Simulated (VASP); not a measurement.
Write the native input for VASP 6.6.1 that does the following.

```
Task                   : single point
Functional             : PBE
Potentials or basis    : VASP PAW PBE potentials, release 64 (Na_pv, I)
Cutoff                 : 520 eV
k mesh                 : 6 × 6 × 6
Occupations            : gaussian, width 0.02 eV
Spin                   : no spin polarisation
Dipole correction      : no
Further INCAR settings : ALGO = Normal; EDIFF = 1e-06; NBANDS = 14
```

The structure of NaI lies in POSCAR:

```
NaI
1.0
    0.0000000000      3.2645265179      3.2645265179
    3.2645265179      0.0000000000      3.2645265179
    3.2645265179      3.2645265179      0.0000000000
Na I
1 1
Direct
    0.0000000000      0.0000000000      0.0000000000
    0.5000000000      0.5000000000      0.5000000000
```

The input as run:

INCAR

```
PREC = Accurate
ENCUT = 520
EDIFF = 1E-6
ISMEAR = 0
SIGMA = 0.02
LREAL = False
LASPH = True
NELM = 100
ALGO = Normal
ISIF = 2
LWAVE = False
LCHARG = False
GGA = PE
NBANDS = 14
```

KPOINTS

```
regular mesh
0
Gamma
  6 6 6
```

Potentials or basis: VASP PAW PBE potentials, release 64 (Na_pv, I).

The run is started by

```bash
$ cat potpaw_PBE.64/Na_pv/POTCAR potpaw_PBE.64/I/POTCAR > POTCAR
$ mpirun -np 1 vasp_std > vasp.out
```

Results of the run:

```yaml
Pressure: 0.0 GPa
Band_gap_on_the_k_mesh: 3.57 eV
```

Caveat: spin-orbit coupling is left out, which moves the levels of the heavy elements.

Wall time 8 s on 1 thread of AMD EPYC 9R45 96-Core Processor (Zen 5), with other jobs on the host, peak memory 0.18 GiB.
